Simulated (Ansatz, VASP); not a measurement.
## AlCl2: VASP beside Ansatz

```
Cl Al
1.0
     0.00000    0.00000    5.42255
     5.44799    0.00000    0.00000
     2.72399    5.08945   -2.71128
Cl Al
4 2
Direct
  0.11501 0.09919 0.23002
  0.88499 0.90081 0.76998
  0.38499 0.32921 0.76998
  0.61501 0.67079 0.23002
  0.25000 0.00000 0.00000
  0.75000 0.00000 0.00000
```

Alike in both runs: task single point; functional PBE; k mesh 4 × 4 × 4; no spin polarisation.

|  | VASP | Ansatz |
| --- | --- | --- |
| version | VASP 6.6.1 | Ansatz 0.2.0 |
| potentials or method | VASP PAW PBE potentials, release 64 (Cl, Al), cutoff 520 eV | PAW plane waves |
| occupations | fermi-dirac, width 0.1 eV | fermi-dirac |
| valence electrons in the cell | 34 | 34 |

Ansatz gave:

- gap on the k mesh at the Fermi level (eV): none
- pressure (GPa): 12.9
- traceless stress, the component that is largest in VASP (GPa): 4.38
- rms of the force components (eV/Å): 1.374

**Question.** What did VASP give for the same quantities?

**Answer.** gap on the k mesh at the Fermi level (eV): none; pressure (GPa): 12.8; traceless stress, the component that is largest in VASP (GPa): 4.35; rms of the force components (eV/Å): 1.362.

Atom by atom the forces differ by 0.011 eV/Å (rms over components). A gap of «none» marks a metal or a gap that the smearing closes.
